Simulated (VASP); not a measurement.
## SiC: single point with PBEsol+D4

SiC:

```xyz
12
Lattice="3.0676 0.0000 0.0000 -1.5338 2.6566 0.0000 0.0000 0.0000 15.0509" Properties=species:S:1:pos:R:3 pbc="T T T"
Si    1.5338    0.8855    6.8981
Si    0.0000    1.7711   14.4235
Si    1.5338    0.8855   11.9176
Si    0.0000    1.7711    4.3922
Si    0.0000    0.0000    9.4072
Si    0.0000    0.0000    1.8818
C     1.5338    0.8855    5.0168
C     0.0000    1.7711   12.5422
C     1.5338    0.8855   10.0363
C     0.0000    1.7711    2.5108
C     0.0000    0.0000    7.5207
C     0.0000    0.0000   -0.0047
```

| Property | Result |
| --- | --- |
| Program | VASP 6.6.1 |
| Task | single point |
| Functional | PBEsol |
| Dispersion | D4 |
| Potentials or basis | VASP PAW PBE potentials, release 64 (Si, C) |
| Cutoff | 520 eV |
| k mesh | 10 × 10 × 2 |
| Occupations | fermi-dirac, width 0.05 eV |
| Spin | no spin polarisation |
| Dipole correction | no |
| Further INCAR settings | ALGO = Normal; EDIFF = 1e-07; NBANDS = 36 |

```
Pressure                   : 0.4 GPa
Band gap on the k mesh     : 1.91 eV (least direct gap 3.02 eV)
Dispersion energy per atom : -0.188 eV
```

Levels at points of the mesh, in eV from the valence-band top:
```csv
k point,band 20,band 21,band 22,band 23,band 24,band 25,band 26,band 27,band 28,band 29
"(0.00, 0.00, 0.00)",-0.30,-0.30,-0.04,0.00,0.00,5.22,5.39,5.81,6.32,6.39
"(0.50, 0.00, 0.00)",-2.29,-1.83,-1.81,-1.69,-1.11,1.91,2.10,3.12,3.81,4.51
"(0.00, 0.00, 0.50)",-0.64,-0.10,-0.10,-0.10,-0.10,5.29,5.29,6.04,6.04,6.73
"(0.50, 0.00, 0.50)",-2.39,-1.73,-1.73,-1.32,-1.32,1.95,1.95,3.34,3.34,4.78
```

Run time: 49 s on 1 thread of Intel(R) Xeon(R) 6975P-C (Granite Rapids), on a shared host, peak memory 0.28 GiB.

Caveat: the PAW data sets were made with another functional, which shifts forces and pressure a little. As with any semilocal functional, this PBEsol gap is likely too small.
